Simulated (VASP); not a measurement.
# W (I4/mmm) in VASP: further runs

Runs on W. Level: PBE. Tasks: single point.

Program: VASP 6.6.1. These are calculated values, not measurements. Logs are shortened: lines on timing, memory, paths and dates and some standing lists are left out, and cuts for length are marked.

### Step 1. The cell of the first run

It takes space group I4/mmm (No. 139, tetragonal). The conventional cell has a = 3.115 Å, b = 3.115 Å, c = 3.354 Å, α = 90.00°, β = 90.00°, γ = 90.00°. Within 3.6 Å of W (site symmetry 4/mmm) lie 14 W at 2.77 to 3.35 Å.

### Step 2. Single point, PBE (strain -0.025 along x and y, +0.050 along z)

INCAR

```
  PREC = Accurate
  ENCUT = 520
  EDIFF = 1E-6
  ISMEAR = -1
  SIGMA = 0.4
  LREAL = False
  LASPH = True
  NELM = 80
  ALGO = Fast
  ISIF = 2
  LWAVE = False
  LCHARG = True
  GGA = PE
  LELF = True
  LVHAR = True
  NBANDS = 13
```

KPOINTS

```
regular mesh
0
Gamma
  20 20 20
```

POSCAR

```
W
1.0
   -1.5573675000      1.5573675000      1.6771650000
    1.5573675000     -1.5573675000      1.6771650000
    1.5573675000      1.5573675000     -1.6771650000
W
1
Direct
    0.0000000000      0.0000000000      0.0000000000
```

Potentials or basis: VASP PAW PBE potentials, release 64 (W_sv).

Command:

```console
$ cat potpaw_PBE.64/W_sv/POTCAR > POTCAR
$ mpirun -np 1 vasp_std > vasp.out
```

OUTCAR:

```text
PREC = Accurate
   ENCUT = 520
   EDIFF = 1E-6
   ISMEAR = -1
   LREAL = False
   LASPH = True
   NELM = 80
   ISIF = 2
   GGA = PE

 ion  position               nearest neighbor table
   1  0.000  0.000  0.000-

  LATTYP: Found a body centered tetragonal cell.
 ALAT       =     3.1147350000
 C/A-ratio  =     1.0769230769

  Lattice vectors:

 A1 = (  -1.5573675000,   1.5573675000,   1.6771650000)
 A2 = (   1.5573675000,  -1.5573675000,   1.6771650000)
 A3 = (   1.5573675000,   1.5573675000,  -1.6771650000)

Analysis of symmetry for initial positions (statically):
=====================================================================
 Subroutine PRICEL returns:
 Original cell was already a primitive cell.

 Routine SETGRP: Setting up the symmetry group for a
 body centered tetragonal supercell.

 Subroutine GETGRP returns: Found 16 space group operations
 (whereof 16 operations were pure point group operations)
 out of a pool of 16 trial point group operations.

The static configuration has the point symmetry D_4h.

Analysis of symmetry for dynamics (positions and initial velocities):
=====================================================================
 Subroutine PRICEL returns:
 Original cell was already a primitive cell.

 Routine SETGRP: Setting up the symmetry group for a
 body centered tetragonal supercell.

 Subroutine GETGRP returns: Found 16 space group operations
 (whereof 16 operations were pure point group operations)
 out of a pool of 16 trial point group operations.

The dynamic configuration has the point symmetry D_4h.

 Subroutine INISYM returns: Found 16 space group operations
 (whereof 16 operations are pure point group operations),
 and found     1 'primitive' translations

----------------------------------------------------------------------------------------

                                     Primitive cell

  volume of cell :      16.2711

  direct lattice vectors                    reciprocal lattice vectors
    -1.557367500  1.557367500  1.677165000     0.000000000  0.321054600  0.298122129
     1.557367500 -1.557367500  1.677165000     0.321054600  0.000000000  0.298122129
     1.557367500  1.557367500 -1.677165000     0.321054600  0.321054600  0.000000000

  length of vectors
     2.768333343  2.768333343  2.768333343     0.438124252  0.438124252  0.454039770

  position of ions in fractional coordinates (direct lattice)
     0.000000000  0.000000000  0.000000000

  ion indices of the primitive-cell ions
   primitive index   ion index
                 1           1

----------------------------------------------------------------------------------------

 KPOINTS: regular mesh

Automatic generation of k-mesh.
 Grid dimensions read from file:
 generate k-points for:   20   20   20

 Generating k-lattice:

  Cartesian coordinates                     Fractional coordinates (reciprocal lattice)
     0.000000000  0.016052730  0.014906106     0.050000000  0.000000000 -0.000000000
     0.016052730  0.000000000  0.014906106     0.000000000  0.050000000 -0.000000000
     0.016052730  0.016052730  0.000000000     0.000000000  0.000000000  0.050000000

  Length of vectors
     0.021906213  0.021906213  0.022701988

  Shift w.r.t. Gamma in fractional coordinates (k-lattice)
     0.000000000  0.000000000  0.000000000

 Subroutine IBZKPT returns following result:
 ===========================================

 Found    641 irreducible k-points:

 Following reciprocal coordinates:
            Coordinates               Weight
  0.000000  0.000000  0.000000      1.000000
  0.050000  0.000000  0.000000      8.000000
  0.100000 -0.000000  0.000000      8.000000
  0.150000  0.000000  0.000000      8.000000
  0.200000 -0.000000  0.000000      8.000000
  0.250000 -0.000000  0.000000      8.000000
[... 16 lines left out ...]
 -0.400000  0.050000 -0.000000     16.000000
 -0.350000  0.050000 -0.000000     16.000000
 [... further k-points ...]
   k-points           NKPTS =    641   k-points in BZ     NKDIM =    641   number of bands    NBANDS=     13
   number of dos      NEDOS =    301   number of ions     NIONS =      1
   total plane-waves  NPLWV =  13824
   dimension x,y,z NGX =    24 NGY =   24 NGZ =   24
   dimension x,y,z NGXF=    48 NGYF=   48 NGZF=   48
   ions per type =               1
   NGX,Y,Z   is equivalent  to a cutoff of  14.41, 14.41, 14.41 a.u.
   NGXF,Y,Z  is equivalent  to a cutoff of  28.83, 28.83, 28.83 a.u.
 SYSTEM =  unknown system
   PREC   = accura    normal or accurate (medium, high low for compatibility)
   ISTART =      0    job   : 0-new  1-cont  2-samecut
   ICHARG =      2    charge: 1-file 2-atom 10-const
   ISPIN  =      1    spin polarized calculation?
   LNONCOLLINEAR =      F non collinear calculations
   LSORBIT =      F    spin-orbit coupling
   LASPH  =      T    aspherical Exc in radial PAW
   ENCUT  =  520.0 eV  38.22 Ry    6.18 a.u.   5.15  5.15  5.15*2*pi/ulx,y,z
   NELM   =     80;   NELMIN=  2; NELMDL= -5     # of ELM steps
   EDIFF  = 0.1E-05   stopping-criterion for ELM
   LREAL  =      F    real-space projection
[... 7 lines left out ...]
   TEBEG  =    0.0;   TEEND  =   0.0 temperature during run
   PSTRESS=    0.0 pullay stress
   NELECT =      14.0000    total number of electrons
   NUPDOWN=      -1.0000    fix difference up-down
   EMIN   =  10.00;   EMAX   =-10.00  energy-range for DOS
   EFERMI =   0.00;   METHOD = LEGACY
   ISMEAR =    -1;   SIGMA  =   0.40  broadening in eV -4-tet -1-fermi 0-gaus
   EFERMI_NEDOS =   21; number of points for ismear=-14 and -15
   IALGO  =     68    algorithm
   IMIX   =      4    mixing-type and parameters
     AMIX     =   0.40;   BMIX     =  1.00
     AMIX_MAG =   1.60;   BMIX_MAG =  1.00
  volume/ion in A,a.u.               =      16.27       109.80
  Fermi-wavevector in a.u.,A,eV,Ry     =   1.557082  2.942459 32.987388  2.424505
  Thomas-Fermi vector in A             =   2.660784
   LORBIT       =      0    0 simple, 1 ext, 2 COOP (PROOUT), +10 PAW based schemes
   GGA     = PE    functional components
   LHFCALC =     F    Hartree Fock is set to
   AEXX    =    0.0000 exact exchange contribution
   IVDW    =     0    specifies the selected vdW correction
   LEPSILON=     F    determine dielectric tensor
   LRPA    =     F    only Hartree local field effects (RPA)
 non-spin polarized calculation
 RMM-DIIS sequential band-by-band and
  energy-cutoff  :      520.00
  volume of cell :       16.27
 maximum number of plane-waves:       450
 NGX is ok and might be reduce to    24
   NGX = 11   NGY = 11   NGZ = 11

 number of electron      13.9999998 magnetization

 Free energy of the ion-electron system (eV)
  ---------------------------------------------------
  ext. energy  EPLUGINS =         0.00000000
  ---------------------------------------------------
  free energy    TOTEN  =       -13.05037743 eV

  energy without entropy =      -12.71079794  energy(sigma->0) =      -12.88058769

 E-fermi :  10.9805     XC(G=0): -13.4876

 val. band max:       10.9798826212   @ k =  -0.0500   0.1500   0.0500
 cond. band min:      10.9813597895   @ k =  -0.1500  -0.2000   0.1000
 fundamental gap:      0.0014771683
 Fermi energy:        10.9805145477

 k-point     1 :       0.0000    0.0000    0.0000
  band No.  band energies     occupation
      1     -63.1025      2.00000
      2     -26.7193      2.00000
      3     -26.7016      2.00000
      4     -26.7016      2.00000
      5       1.5764      2.00000
      6       9.6582      1.92925
      7       9.6582      1.92925
      8      10.5573      1.48466
      9      12.6221      0.03248
     10      13.8155      0.00167
     11      24.6910      0.00000
     12      26.0412      0.00000
     13      26.0412      0.00000

 k-point     2 :       0.0500    0.0000    0.0000
  band No.  band energies     occupation
      1     -63.0996      2.00000
      2     -26.7437      2.00000
      3     -26.7106      2.00000
      4     -26.7085      2.00000
      5       1.6916      2.00000
      6       9.6484      1.93091
      7       9.6844      1.92465
      8      10.5733      1.46917
      9      12.5520      0.03858
     10      13.7675      0.00188
     11      24.9011      0.00000
     12      26.1962      0.00000
     13      26.2355      0.00000

 k-point     3 :       0.1000   -0.0000    0.0000
  band No.  band energies     occupation
      1     -63.0914      2.00000
      2     -26.8324      2.00000
      3     -26.7366      2.00000
      4     -26.7101      2.00000
      5       2.0275      2.00000
      6       9.6021      1.93823
      7       9.6735      1.92660
      8      10.7205      1.31407
      9      12.3822      0.05839
     10      13.6632      0.00244
     11      25.4041      0.00000
     12      26.6310      0.00000
     13      26.8047      0.00000
[... 305 lines left out ...]
 k-point    23 :      -0.4000    0.0500   -0.0000
  band No.  band energies     occupation
      1     -63.0010      2.00000
      2     -27.7356      2.00000
      3     -27.0130      2.00000
      4     -26.7246      2.00000
      5       4.9909      2.00000
      6       8.2469      1.99785
      7       9.9252      1.86658
      8      12.5136      0.04238
      9      14.1187      0.00078
     10      15.3916      0.00003
     11      23.1587      0.00000
     12      23.7968      0.00000
     13      30.2578      0.00000

 k-point    24 :      -0.3500    0.0500   -0.0000
  band No.  band energies     occupation
      1     -63.0156      2.00000
      2     -27.5965      2.00000
      3     -26.9667      2.00000
      4     -26.7256      2.00000
      5       4.7679      2.00000
      6       8.4718      1.99623
      7       9.3575      1.96600
      8      12.3827      0.05832
      9      13.9234      0.00128
     10      14.3300      0.00046
     11      24.1868      0.00000
     12      24.9599      0.00000
     13      32.1620      0.00000

 [... further k-points ...]
[... 5 lines left out ...]
  --------------------------------------------------------------------------------------
  -------------------------------------------------------------------------------------
  Total        0.5695330      0.5695330     -1.0982001      0.0000000      0.0000000      0.0000000
  in kB       56.0804508     56.0804508   -108.1369324      0.0000000      0.0000000      0.0000000
  external PRESSURE =       1.3413231 kB  Pullay stress =       0.0000000 kB

 VOLUME and BASIS-vectors are now :
 -----------------------------------------------------------------------------
  energy-cutoff  :      520.00
  volume of cell :       16.27
      direct lattice vectors                 reciprocal lattice vectors
    -1.557367500  1.557367500  1.677165000     0.000000000  0.321054600  0.298122129
     1.557367500 -1.557367500  1.677165000     0.321054600  0.000000000  0.298122129
     1.557367500  1.557367500 -1.677165000     0.321054600  0.321054600  0.000000000

 POSITION                                       TOTAL-FORCE (eV/Angst)
 -----------------------------------------------------------------------------------
      0.00000      0.00000      0.00000        -0.000000     -0.000000      0.000000
 -----------------------------------------------------------------------------------
    total drift:                               -0.000000      0.000000      0.000000

  FREE ENERGIE OF THE ION-ELECTRON SYSTEM (eV)
  ---------------------------------------------------
  free  energy   TOTEN  =       -13.0503774341 eV

  energy  without entropy=      -12.7107979450  energy(sigma->0) =      -12.88058769
```

It took 2 min on 1 thread of AMD EPYC 7R13 (Zen 3), shared host; peak memory 0.21 GiB.

What came out:

```
Free energy            : -13.0504 eV
Pressure               : 0.1 GPa
Band gap on the k mesh : zero (bands 7 and 8 overlap by 5.56 eV)
```

Levels at points of the mesh, in eV from the Fermi level:
| k point | band 5 | band 6 | band 7 | band 8 | band 9 | band 10 |
| --- | --- | --- | --- | --- | --- | --- |
| (0.00, 0.00, 0.00) | -9.40 | -1.32 | -1.32 | -0.42 | 1.64 | 2.83 |
| (0.50, 0.00, 0.00) | -6.02 | -2.98 | 0.52 | 1.48 | 3.26 | 5.89 |
| (0.50, 0.50, 0.00) | -6.00 | -3.93 | 1.07 | 3.00 | 3.58 | 6.15 |
| (0.50, 0.50, 0.50) | -5.64 | -5.42 | 4.90 | 5.21 | 5.21 | 6.83 |

Caveat: the cell differs from its parent crystal (strain -0.025 along x and y, +0.050 along z); the stress differs along the axes, from -11 to 6 GPa; so wide a smearing shifts energies and pressures; spin-orbit coupling is left out, which moves the levels of the heavy elements.

### Step 3. Single point, PBE (strain +0.025 along x and y, -0.050 along z)

INCAR

```
SYSTEM = W
PREC = Accurate ; ENCUT = 520
EDIFF = 1E-6 ; ISMEAR = -1
SIGMA = 0.4 ; LREAL = .False.
LASPH = .True. ; NELM = 60
ALGO = Normal ; ISIF = 2
LWAVE = .False. ; LCHARG = .False.
GGA = PE ; NBANDS = 13
```

KPOINTS

```
Automatic mesh
0
Gamma
  20 20 20
  0 0 0
```

POSCAR

```
W
1.0
   -1.6372325000      1.6372325000      1.5174350000
    1.6372325000     -1.6372325000      1.5174350000
    1.6372325000      1.6372325000     -1.5174350000
W
1
Direct
    0.0000000000      0.0000000000      0.0000000000
```

Potentials or basis: VASP PAW PBE potentials, release 64 (W_sv).

Command:

```console
$ cat potpaw_PBE.64/W_sv/POTCAR > POTCAR
$ mpirun -np 1 vasp_std > vasp.out
```

OUTCAR:

```text
SYSTEM = W
   PREC = Accurate
   ENCUT = 520
   EDIFF = 1E-6
   ISMEAR = -1
   LREAL = .False.
   LASPH = .True.
   NELM = 60
   ISIF = 2
   GGA = PE

 ion  position               nearest neighbor table
   1  0.000  0.000  0.000-

  LATTYP: Found a body centered tetragonal cell.
 ALAT       =     3.2744650000
 C/A-ratio  =     0.9268292683

  Lattice vectors:

 A1 = (  -1.6372325000,   1.6372325000,   1.5174350000)
[... 554 lines left out ...]
      3     -27.0219      2.00000
      4     -26.7378      2.00000
      5       4.8706      2.00000
      6       7.9180      1.99906
      7       9.5069      1.95127
      8      13.2571      0.00677
      9      13.6461      0.00256
     10      14.3302      0.00046
     11      23.9812      0.00000
     12      26.3862      0.00000
     13      30.7089      0.00000

 [... further k-points ...]
[... 5 lines left out ...]
  --------------------------------------------------------------------------------------
  -------------------------------------------------------------------------------------
  Total       -0.6405792     -0.6405792      1.3855616      0.0000000      0.0000000     -0.0000000
  in kB      -63.0801374    -63.0801374    136.4412322      0.0000000      0.0000000     -0.0000000
  external PRESSURE =       3.4269858 kB  Pullay stress =       0.0000000 kB

 VOLUME and BASIS-vectors are now :
 -----------------------------------------------------------------------------
  energy-cutoff  :      520.00
  volume of cell :       16.27
      direct lattice vectors                 reciprocal lattice vectors
    -1.637232500  1.637232500  1.517435000     0.000000000  0.305393400  0.329503405
     1.637232500 -1.637232500  1.517435000     0.305393400  0.000000000  0.329503405
     1.637232500  1.637232500 -1.517435000     0.305393400  0.305393400  0.000000000

 POSITION                                       TOTAL-FORCE (eV/Angst)
 -----------------------------------------------------------------------------------
      0.00000      0.00000      0.00000         0.000000      0.000000      0.000000
 -----------------------------------------------------------------------------------
    total drift:                               -0.000000     -0.000000      0.000000

  FREE ENERGIE OF THE ION-ELECTRON SYSTEM (eV)
  ---------------------------------------------------
  free  energy   TOTEN  =       -13.0426073284 eV

  energy  without entropy=      -12.7021776539  energy(sigma->0) =      -12.87239249
```

OSZICAR:

```text
N       E                     dE             d eps       ncg     rms          rms(c)
DAV:   1     0.848776471214E+02    0.84878E+02   -0.74488E+03 16759   0.122E+03
DAV:   2    -0.119984461498E+02   -0.96876E+02   -0.93041E+02 18676   0.317E+02
DAV:   3    -0.136517955589E+02   -0.16533E+01   -0.16470E+01 18396   0.401E+01
DAV:   4    -0.136585882734E+02   -0.67927E-02   -0.67925E-02 18446   0.284E+00
DAV:   5    -0.136586462162E+02   -0.57943E-04   -0.57942E-04 18721   0.247E-01    0.198E+01
DAV:   6    -0.131692814376E+02    0.48936E+00   -0.42255E-01 17576   0.860E+00    0.780E+00
DAV:   7    -0.130465143645E+02    0.12277E+00   -0.21098E-01 18761   0.576E+00    0.612E-01
DAV:   8    -0.130426146919E+02    0.38997E-02   -0.42160E-03 17046   0.837E-01    0.706E-02
DAV:   9    -0.130426126371E+02    0.20548E-05   -0.84684E-05 19688   0.113E-01    0.464E-02
DAV:  10    -0.130426068722E+02    0.57649E-05   -0.12722E-05 17906   0.487E-02    0.384E-03
DAV:  11    -0.130426073284E+02   -0.45620E-06   -0.23931E-07 11513   0.582E-03
   1 F= -.13042607E+02 E0= -.12872392E+02  d E =-.340430E+00
```

stdout:

```text
POSCAR found type information on POSCAR W
 POSCAR found :  1 types and       1 ions
 scaLAPACK will be used
 LDA part: xc-table for (Slater+PW92), standard interpolation
 POSCAR, INCAR and KPOINTS ok, starting setup
 FFT: planning ... GRIDC
 FFT: planning ... GRID_SOFT
 FFT: planning ... GRID
 WAVECAR not read
 entering main loop
```

Wall time 96 s (1 thread of AMD EPYC 7R13 (Zen 3), shared host); peak memory 0.21 GiB.

Results:

```
Free energy            : -13.0426 eV
Pressure               : 0.3 GPa
Band gap on the k mesh : zero (bands 7 and 8 overlap by 6.10 eV)
```

Stress tensor (GPa, compression positive):
```
-6.31  0.00  0.00
 0.00 -6.31  0.00
 0.00  0.00 13.64
```

Caveat: the cell differs from its parent crystal (strain +0.025 along x and y, -0.050 along z); the stress differs along the axes, from -6 to 14 GPa; so wide a smearing shifts energies and pressures; spin-orbit coupling is left out, which moves the levels of the heavy elements.
